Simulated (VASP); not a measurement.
# AlNi (Cmmm) in VASP: a series of runs

The runs below take AlNi through single point, with PBEsol.

All numbers are computed with VASP 6.6.1; they aren't measurements. Logs are shortened: lines on timing, memory, paths and dates and some standing lists are left out, and cuts for length are marked.

## (1) The cell of the first run

The structure is orthorhombic, space group Cmmm (No. 65). Conventional cell: a = 3.891 Å, b = 4.043 Å, c = 2.869 Å, α = 90.00°, β = 90.00°, γ = 90.00°. Within 3.2 Å of Al (site symmetry mmm) lie 8 Ni at 2.42 to 2.48 Å and 6 Al at 2.81 to 2.87 Å. Within 3.2 Å of Ni (site symmetry mmm) lie 8 Al at 2.42 to 2.48 Å and 6 Ni at 2.81 to 2.87 Å.

## (2) Single point, PBEsol (strain -0.0375 x Voigt [0, 1, 0, 0, 0, 0])

File INCAR:

```
SYSTEM = AlNi
ALGO = Fast
EDIFF = 1E-6
ENCUT = 520
GGA = PS
ISIF = 2
ISMEAR = 0
LASPH = .TRUE.
LCHARG = .FALSE.
LREAL = .FALSE.
LWAVE = .FALSE.
NBANDS = 14
NELM = 100
PREC = Accurate
SIGMA = 0.15
```

File KPOINTS:

```
k-points
0
G
  20 20 20
  0 0 0
```

File POSCAR:

```
AlNi
1.0
    2.0213280872     -1.9455491713      0.0000000000
    2.0213280872      1.9455491713      0.0000000000
    0.0000000000      0.0000000000      2.8694088111
Al Ni
1 1
Direct
    0.0000000000      0.0000000000      0.0000000000
    0.5000000000      0.5000000000      0.5000000000
```

Potentials or basis: VASP PAW PBE potentials, release 64 (Al, Ni).

Command:

```sh
$ cat potpaw_PBE.64/Al/POTCAR potpaw_PBE.64/Ni/POTCAR > POTCAR
$ mpirun -np 1 vasp_std > vasp.out
```

OUTCAR:

```text
SYSTEM = AlNi
   EDIFF = 1E-6
   ENCUT = 520
   GGA = PS
   ISIF = 2
   ISMEAR = 0
   LASPH = .TRUE.
   LREAL = .FALSE.
   NELM = 100
   PREC = Accurate

 ion  position               nearest neighbor table
   1  0.000  0.000  0.000-   2 2.42   2 2.42   2 2.42   2 2.42   2 2.48   2 2.48   2 2.48   2 2.48

   2  0.500  0.500  0.500-   1 2.42   1 2.42   1 2.42   1 2.42   1 2.48   1 2.48   1 2.48   1 2.48

  LATTYP: Found a base centered orthorhombic cell.
 ALAT       =     3.8910983426
 B/A-ratio  =     1.0389498847
 C/A-ratio  =     0.7374290132

  Lattice vectors:

 A1 = (  -2.0213280872,  -1.9455491713,   0.0000000000)
 A2 = (   2.0213280872,  -1.9455491713,   0.0000000000)
 A3 = (   0.0000000000,   0.0000000000,   2.8694088111)

Analysis of symmetry for initial positions (statically):
=====================================================================
 Subroutine PRICEL returns:
 Original cell was already a primitive cell.

 Routine SETGRP: Setting up the symmetry group for a
 base centered orthorhombic supercell.

 Subroutine GETGRP returns: Found  8 space group operations
 (whereof  8 operations were pure point group operations)
 out of a pool of  8 trial point group operations.

The static configuration has the point symmetry D_2h.

Analysis of symmetry for dynamics (positions and initial velocities):
=====================================================================
 Subroutine PRICEL returns:
 Original cell was already a primitive cell.

 Routine SETGRP: Setting up the symmetry group for a
 base centered orthorhombic supercell.

 Subroutine GETGRP returns: Found  8 space group operations
 (whereof  8 operations were pure point group operations)
 out of a pool of  8 trial point group operations.

The dynamic configuration has the point symmetry D_2h.

 Subroutine INISYM returns: Found  8 space group operations
 (whereof  8 operations are pure point group operations),
 and found     1 'primitive' translations

----------------------------------------------------------------------------------------

                                     Primitive cell

  volume of cell :      22.5684

  direct lattice vectors                    reciprocal lattice vectors
     2.021328087 -1.945549171  0.000000000     0.247362120 -0.256996846  0.000000000
     2.021328087  1.945549171  0.000000000     0.247362120  0.256996846  0.000000000
     0.000000000  0.000000000  2.869408811     0.000000000  0.000000000  0.348503844

  length of vectors
     2.805517566  2.805517566  2.869408811     0.356700710  0.356700710  0.348503844

  position of ions in fractional coordinates (direct lattice)
     0.000000000  0.000000000  0.000000000
     0.500000000  0.500000000  0.500000000

  ion indices of the primitive-cell ions
   primitive index   ion index
                 1           1
                 2           2

----------------------------------------------------------------------------------------

 KPOINTS: k-points

Automatic generation of k-mesh.
 Grid dimensions read from file:
 generate k-points for:   20   20   20

 Generating k-lattice:

  Cartesian coordinates                     Fractional coordinates (reciprocal lattice)
     0.012368106 -0.012849842  0.000000000     0.050000000  0.000000000  0.000000000
     0.012368106  0.012849842  0.000000000     0.000000000  0.050000000  0.000000000
     0.000000000  0.000000000  0.017425192     0.000000000  0.000000000  0.050000000

  Length of vectors
     0.017835036  0.017835036  0.017425192

  Shift w.r.t. Gamma in fractional coordinates (k-lattice)
     0.000000000  0.000000000  0.000000000

 Subroutine IBZKPT returns following result:
 ===========================================

 Found   1221 irreducible k-points:

 Following reciprocal coordinates:
            Coordinates               Weight
  0.000000  0.000000  0.000000      1.000000
  0.050000  0.000000  0.000000      4.000000
  0.100000  0.000000  0.000000      4.000000
  0.150000 -0.000000  0.000000      4.000000
  0.200000  0.000000  0.000000      4.000000
  0.250000  0.000000  0.000000      4.000000
[... 16 lines left out ...]
 -0.400000  0.050000  0.000000      4.000000
 -0.350000  0.050000  0.000000      4.000000
 [... further k-points ...]
   k-points           NKPTS =   1221   k-points in BZ     NKDIM =   1221   number of bands    NBANDS=     14
   number of dos      NEDOS =    301   number of ions     NIONS =      2
   total plane-waves  NPLWV =  13824
   dimension x,y,z NGX =    24 NGY =   24 NGZ =   24
   dimension x,y,z NGXF=    48 NGYF=   48 NGZF=   48
   ions per type =               1   1
   NGX,Y,Z   is equivalent  to a cutoff of  14.22, 14.22, 13.90 a.u.
   NGXF,Y,Z  is equivalent  to a cutoff of  28.44, 28.44, 27.81 a.u.
 SYSTEM =  AlNi
   PREC   = accura    normal or accurate (medium, high low for compatibility)
   ISTART =      0    job   : 0-new  1-cont  2-samecut
   ICHARG =      2    charge: 1-file 2-atom 10-const
   ISPIN  =      1    spin polarized calculation?
   LNONCOLLINEAR =      F non collinear calculations
   LSORBIT =      F    spin-orbit coupling
   LASPH  =      T    aspherical Exc in radial PAW
   ENCUT  =  520.0 eV  38.22 Ry    6.18 a.u.   5.22  5.22  5.34*2*pi/ulx,y,z
   NELM   =    100;   NELMIN=  2; NELMDL= -5     # of ELM steps
   EDIFF  = 0.1E-05   stopping-criterion for ELM
   LREAL  =      F    real-space projection
[... 7 lines left out ...]
   TEBEG  =    0.0;   TEEND  =   0.0 temperature during run
   PSTRESS=    0.0 pullay stress
   NELECT =      13.0000    total number of electrons
   NUPDOWN=      -1.0000    fix difference up-down
   EMIN   =  10.00;   EMAX   =-10.00  energy-range for DOS
   EFERMI =   0.00;   METHOD = LEGACY
   ISMEAR =     0;   SIGMA  =   0.15  broadening in eV -4-tet -1-fermi 0-gaus
   EFERMI_NEDOS =   21; number of points for ismear=-14 and -15
   IALGO  =     68    algorithm
   IMIX   =      4    mixing-type and parameters
     AMIX     =   0.40;   BMIX     =  1.00
     AMIX_MAG =   1.60;   BMIX_MAG =  1.00
  volume/ion in A,a.u.               =      11.28        76.15
  Fermi-wavevector in a.u.,A,eV,Ry     =   1.362141  2.574074 25.244640  1.855429
  Thomas-Fermi vector in A             =   2.488657
   LORBIT       =      0    0 simple, 1 ext, 2 COOP (PROOUT), +10 PAW based schemes
   GGA     = PS    functional components
   LHFCALC =     F    Hartree Fock is set to
   AEXX    =    0.0000 exact exchange contribution
   IVDW    =     0    specifies the selected vdW correction
   LEPSILON=     F    determine dielectric tensor
   LRPA    =     F    only Hartree local field effects (RPA)
 non-spin polarized calculation
 RMM-DIIS sequential band-by-band and
 Gauss-broadening in eV      SIGMA  =   0.15
  energy-cutoff  :      520.00
  volume of cell :       22.57
 maximum number of plane-waves:       625
 NGX is ok and might be reduce to    24
   NGX = 11   NGY = 11   NGZ = 11

 number of electron      12.9999999 magnetization

 Free energy of the ion-electron system (eV)
  ---------------------------------------------------
  ext. energy  EPLUGINS =         0.00000000
  ---------------------------------------------------
  free energy    TOTEN  =       -11.55406729 eV

  energy without entropy =      -11.54487323  energy(sigma->0) =      -11.54947026

 E-fermi :  10.6796     XC(G=0): -12.4494

 val. band max:       10.6796047762   @ k =  -0.4500   0.3000   0.5000
 cond. band min:      10.6800247520   @ k =   0.3000   0.2000   0.4000
 fundamental gap:      0.0004199758
 Fermi energy:        10.6796078884

 k-point     1 :       0.0000    0.0000    0.0000
  band No.  band energies     occupation
      1      -0.8818      2.00000
      2       7.1371      2.00000
      3       7.1677      2.00000
      4       8.9351      2.00000
      5       9.0425      2.00000
      6       9.0508      2.00000
      7      15.8664      0.00000
      8      16.6063      0.00000
      9      16.8490      0.00000
     10      18.9042      0.00000
     11      19.1218      0.00000
     12      25.4974      0.00000
     13      32.0808      0.00000
     14      32.1180      0.00000

 k-point     2 :       0.0500    0.0000    0.0000
  band No.  band energies     occupation
      1      -0.8330      2.00000
      2       7.1454      2.00000
      3       7.1709      2.00000
      4       8.9225      2.00000
      5       9.0293      2.00000
      6       9.0330      2.00000
      7      15.9329      0.00000
      8      16.0962      0.00000
      9      16.8063      0.00000
     10      18.9432      0.00000
     11      19.6441      0.00000
     12      25.6714      0.00000
     13      31.4408      0.00000
     14      31.8224      0.00000

 k-point     3 :       0.1000    0.0000    0.0000
  band No.  band energies     occupation
      1      -0.6870      2.00000
      2       7.1483      2.00000
      3       7.1959      2.00000
      4       8.8722      2.00000
      5       8.9681      2.00000
      6       9.0210      2.00000
      7      14.9715      0.00000
      8      16.1285      0.00000
      9      16.9770      0.00000
     10      18.9561      0.00000
     11      20.5958      0.00000
     12      26.2076      0.00000
     13      30.2323      0.00000
     14      30.5456      0.00000

 k-point     4 :       0.1500   -0.0000    0.0000
  band No.  band energies     occupation
      1      -0.4449      2.00000
      2       7.1173      2.00000
      3       7.2504      2.00000
      4       8.7787      2.00000
      5       8.8761      2.00000
      6       9.0219      2.00000
      7      13.7825      0.00000
      8      16.4430      0.00000
      9      17.2697      0.00000
     10      18.9695      0.00000
     11      21.4782      0.00000
     12      27.1159      0.00000
     13      28.9441      0.00000
     14      29.3012      0.00000

 k-point     5 :       0.2000    0.0000    0.0000
  band No.  band energies     occupation
      1      -0.1089      2.00000
      2       7.0262      2.00000
      3       7.3227      2.00000
      4       8.6591      2.00000
      5       8.7654      2.00000
      6       9.0316      2.00000
      7      12.6702      0.00000
      8      16.8631      0.00000
      9      17.6615      0.00000
     10      18.9896      0.00000
     11      22.2146      0.00000
[... 276 lines left out ...]
 k-point    22 :      -0.4500    0.0500    0.0000
  band No.  band energies     occupation
      1       2.9048      2.00000
      2       4.4229      2.00000
      3       7.6731      2.00000
      4       8.1775      2.00000
      5       8.3097      2.00000
      6       9.0716      2.00000
      7      10.0981      2.00000
      8      18.5753      0.00000
      9      20.1395      0.00000
     10      20.6163      0.00000
     11      22.2764      0.00000
     12      22.9060      0.00000
     13      25.7230      0.00000
     14      26.6564      0.00000

 k-point    23 :      -0.4000    0.0500    0.0000
  band No.  band energies     occupation
      1       2.1706      2.00000
      2       5.2051      2.00000
      3       7.6287      2.00000
      4       8.2269      2.00000
      5       8.3549      2.00000
      6       9.0645      2.00000
      7      10.2325      1.99998
      8      18.2973      0.00000
      9      19.4265      0.00000
     10      20.2787      0.00000
     11      23.1688      0.00000
     12      23.7588      0.00000
     13      25.1638      0.00000
     14      27.0875      0.00000

 k-point    24 :      -0.3500    0.0500    0.0000
  band No.  band energies     occupation
      1       1.4991      2.00000
      2       5.9083      2.00000
      3       7.5645      2.00000
      4       8.3061      2.00000
      5       8.4256      2.00000
      6       9.0536      2.00000
      7      10.5100      1.89029
      8      17.9458      0.00000
      9      18.7159      0.00000
     10      19.9932      0.00000
     11      24.1838      0.00000
     12      24.4666      0.00000
     13      24.8401      0.00000
     14      27.5963      0.00000

 [... further k-points ...]

------------------------ aborting loop because EDIFF is reached ----------------------------------------

  FORCE on cell =-STRESS in cart. coord.  units (eV):
  Direction    XX          YY          ZZ          XY          YZ          ZX
  --------------------------------------------------------------------------------------
  -------------------------------------------------------------------------------------
  Total        0.4047428      1.9163368      0.9206099      0.0000000      0.0000000      0.0000000
  in kB       28.7334853    136.0444961     65.3558964      0.0000000      0.0000000      0.0000000
  external PRESSURE =      76.7112926 kB  Pullay stress =       0.0000000 kB

 VOLUME and BASIS-vectors are now :
 -----------------------------------------------------------------------------
  energy-cutoff  :      520.00
  volume of cell :       22.57
      direct lattice vectors                 reciprocal lattice vectors
     2.021328087 -1.945549171  0.000000000     0.247362120 -0.256996846  0.000000000
     2.021328087  1.945549171  0.000000000     0.247362120  0.256996846  0.000000000
     0.000000000  0.000000000  2.869408811     0.000000000  0.000000000  0.348503844

 POSITION                                       TOTAL-FORCE (eV/Angst)
 -----------------------------------------------------------------------------------
      0.00000      0.00000      0.00000        -0.000000      0.000000      0.000000
      2.02133      0.00000      1.43470         0.000000      0.000000      0.000000
 -----------------------------------------------------------------------------------
    total drift:                                0.000000     -0.000000     -0.000000

  FREE ENERGIE OF THE ION-ELECTRON SYSTEM (eV)
  ---------------------------------------------------
  free  energy   TOTEN  =       -11.5540672948 eV

  energy  without entropy=      -11.5448732312  energy(sigma->0) =      -11.54947026
```

Run time: 2 min. Hardware: 1 thread of Intel Xeon 6975P-C (Granite Rapids), shared host; peak memory 0.48 GiB.

Results:

- Free energy: -11.5541 eV
- Pressure: 7.7 GPa
- Band gap on the k mesh: zero (an odd number of electrons rules out a gap without spin polarisation)

Stress tensor (GPa, compression positive):
```
 2.87  0.00  0.00
 0.00 13.60  0.00
 0.00  0.00  6.54
```

Caveat: the cell differs from its parent crystal (strain -0.0375 x Voigt [0, 1, 0, 0, 0, 0]); the cell stands under pressure; the PAW data sets were made with another functional, which shifts forces and pressure a little.

## (3) Single point, PBEsol (strain +0.0375 x Voigt [0, 1, 0, 0, 0, 0])

File INCAR:

```
  PREC = Accurate
  ENCUT = 520
  EDIFF = 1E-6
  ISMEAR = 0
  SIGMA = 0.15
  LREAL = F
  LASPH = T
  NELM = 80
  ALGO = Fast
  ISIF = 2
  LWAVE = F
  LCHARG = T
  GGA = PS
  LELF = T
  LVHAR = T
  NBANDS = 14
```

File KPOINTS:

```
Automatic mesh
0
Gamma
  20 20 20
```

File POSCAR:

```
AlNi
1.0
    2.0213280872     -2.0971504055      0.0000000000
    2.0213280872      2.0971504055      0.0000000000
    0.0000000000      0.0000000000      2.8694088111
Al Ni
1 1
Direct
    0.0000000000      0.0000000000      0.0000000000
    0.5000000000      0.5000000000      0.5000000000
```

Potentials or basis: VASP PAW PBE potentials, release 64 (Al, Ni).

Command:

```sh
$ cat potpaw_PBE.64/Al/POTCAR potpaw_PBE.64/Ni/POTCAR > POTCAR
$ mpirun -np 1 vasp_std > vasp.out
```

Run time: 2.1 min. Hardware: 1 thread of Intel Xeon 6975P-C (Granite Rapids), shared host; peak memory 0.51 GiB.

It converged, with:

```
Free energy            : -11.5624 eV
Pressure               : -5.8 GPa
Band gap on the k mesh : zero (an odd number of electrons rules out a gap without spin polarisation)
```

Stress tensor (GPa, compression positive):
```
 -2.01   0.00   0.00
  0.00 -10.34   0.00
  0.00   0.00  -5.01
```

Levels at points of the mesh, in eV from the Fermi level:
```csv
k point,band 4,band 5,band 6,band 7,band 8,band 9,band 10,band 11
"(0.00, 0.00, 0.00)",-1.54,-1.54,-1.45,5.14,5.39,5.77,8.04,8.14
"(0.50, 0.00, 0.00)",-2.22,-2.15,-1.41,-0.67,8.17,9.80,10.22,10.47
"(0.50, 0.50, 0.00)",-2.64,-2.01,-1.96,-1.02,1.28,2.41,12.31,14.98
"(0.00, 0.00, 0.50)",-2.30,-2.15,-1.45,-0.57,8.30,9.67,9.92,10.69
"(0.50, 0.00, 0.50)",-2.76,-2.06,-2.04,-0.98,1.48,2.46,11.86,14.78
"(0.50, 0.50, 0.50)",-0.98,-0.95,1.75,1.93,2.24,3.67,4.25,4.26
```

Caveat: the cell differs from its parent crystal (strain +0.0375 x Voigt [0, 1, 0, 0, 0, 0]); the cell stands under tension; the PAW data sets were made with another functional, which shifts forces and pressure a little.
